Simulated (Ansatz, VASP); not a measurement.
# One calculation of RbBa, two programs

```xyz
2
Lattice="4.8651 0.0000 0.0000 -2.4326 4.2133 0.0000 0.0000 0.0000 7.4224" Properties=species:S:1:pos:R:3 pbc="T T T"
Rb    0.0000    2.8089    3.7112
Ba    0.0000    0.0000    0.0000
```

Alike in both runs: task relaxation of cell and atoms; functional PBE; k mesh 12 × 12 × 8; occupations gaussian, width 0.1 eV; no spin polarisation.

|  | VASP | Ansatz |
| --- | --- | --- |
| version | VASP 6.6.1 | Ansatz 0.2.0 |
| potentials or method | VASP PAW PBE potentials, release 64 (Rb_sv, Ba_sv), cutoff 600 eV | scalar-relativistic, plane waves, PAW |
| valence electrons in the cell | 19 | 19 |

VASP gave:

```
gap on the k mesh at the Fermi level, each at its own relaxed structure (eV) : none
relaxed volume (Å³/atom)                                                     : 74.88
relaxed cell length with the largest relative difference (Å)                 : 8.082
```

Estimate Ansatz's values.

gap on the k mesh at the Fermi level, each at its own relaxed structure (eV): none; relaxed volume (Å³/atom): 74.49; relaxed cell length with the largest relative difference (Å): 8.067.

A gap of «none» marks a metal or a gap that the smearing closes.

Neither program's run includes spin-orbit coupling.
